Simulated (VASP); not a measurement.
Wanted: the native input for a VASP 6.6.1 run.

```
Task                   : single point
Functional             : PBEsol
Potentials or basis    : VASP PAW PBE potentials, release 64 (Ba_sv, Te)
Cutoff                 : 520 eV
k mesh                 : 6 × 6 × 6
Occupations            : gaussian, width 0.05 eV
Spin                   : no spin polarisation
Dipole correction      : no
Further INCAR settings : ALGO = Normal; EDIFF = 1e-07; NBANDS = 15
```

The structure of BaTe lies in POSCAR:

```
BaTe
1.0
    4.2624660000      0.0000000000      0.0000000000
    0.0000000000      4.2624660000      0.0000000000
    0.0000000000      0.0000000000      4.4329646400
Ba Te
1 1
Direct
    0.0000000000      0.0000000000      0.0000000000
    0.5000000000      0.5000000000      0.5000000000
```

This cell differs from its parent crystal: strain +0.000 along x and y, +0.040 along z.

One way to write it, as run:

INCAR

```
PREC     = Accurate       # precision mode
ENCUT    = 520            # plane-wave cutoff, eV
EDIFF    = 1E-7           # SCF threshold, eV
ISMEAR   = 0              # smearing method
SIGMA    = 0.05           # smearing width, eV
LREAL    = F              # projectors in reciprocal space
LASPH    = T              # aspherical terms in the spheres
NELM     = 80             # most SCF steps
ALGO     = Normal         # electronic algorithm
ISIF     = 2              # what is computed and relaxed
LWAVE    = F              # write WAVECAR
LCHARG   = F              # write CHGCAR
GGA      = PS             # functional
NBANDS   = 15             # bands
```

KPOINTS

```
Automatic mesh
0
Gamma
  6 6 6
```

Potentials or basis: VASP PAW PBE potentials, release 64 (Ba_sv, Te).

Launch:

```sh
$ cat potpaw_PBE.64/Ba_sv/POTCAR potpaw_PBE.64/Te/POTCAR > POTCAR
$ mpirun -np 1 vasp_std > vasp.out
```

Results of the run:

```
Pressure               : -2.7 GPa
Band gap on the k mesh : 0.65 eV (least direct gap 0.76 eV)
```

Caveat: the cell differs from its parent crystal (strain +0.000 along x and y, +0.040 along z); the PAW data sets were made with another functional, which shifts forces and pressure a little; spin-orbit coupling is left out, which moves the levels of the heavy elements.

Wall time 66 s on 1 thread of Intel Xeon 8259CL (shared host), peak memory 0.21 GiB.
